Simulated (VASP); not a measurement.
Here is a VASP 6.6.1 calculation.

File INCAR:

```
PREC = Accurate
ENCUT = 520
EDIFF = 1E-8
ISMEAR = -1
SIGMA = 0.05
LREAL = False
LASPH = True
NELM = 150
ALGO = Normal
ISIF = 2
LWAVE = False
LCHARG = False
ISPIN = 2
MAGMOM = 0.5 -1 2
LORBIT = 11
LMAXMIX = 4
GGA = PE
LEFG = True
NBANDS = 22
```

Contents of KPOINTS:

```
Automatic mesh
0
Gamma
  10 10 10
```

Contents of POSCAR:

```
PtSe2
1.0
    0.0000000000      3.1452373649      3.1452373649
    3.1452373649      0.0000000000      3.1452373649
    3.1452373649      3.1452373649      0.0000000000
Pt Se
1 2
Direct
    0.0000000000      0.0000000000      0.0000000000
    0.2500000000      0.2500000000      0.2500000000
    0.7500000000      0.7500000000      0.7500000000
```

Potentials or basis: VASP PAW PBE potentials, release 64 (Pt, Se).

Run with:

```sh
$ cat potpaw_PBE.64/Pt/POTCAR potpaw_PBE.64/Se/POTCAR > POTCAR
$ mpirun -np 1 vasp_std > vasp.out
```

Problem. Predict the pressure.

Solution. -0.1 GPa.

Problem. Estimate the band gap on the k mesh.

Solution. Zero (filled and empty bands overlap).

Problem. Predict the net moment.

Solution. 0.00 μB per cell.

Caveat: spin-orbit coupling is left out, which moves the levels of the heavy elements.
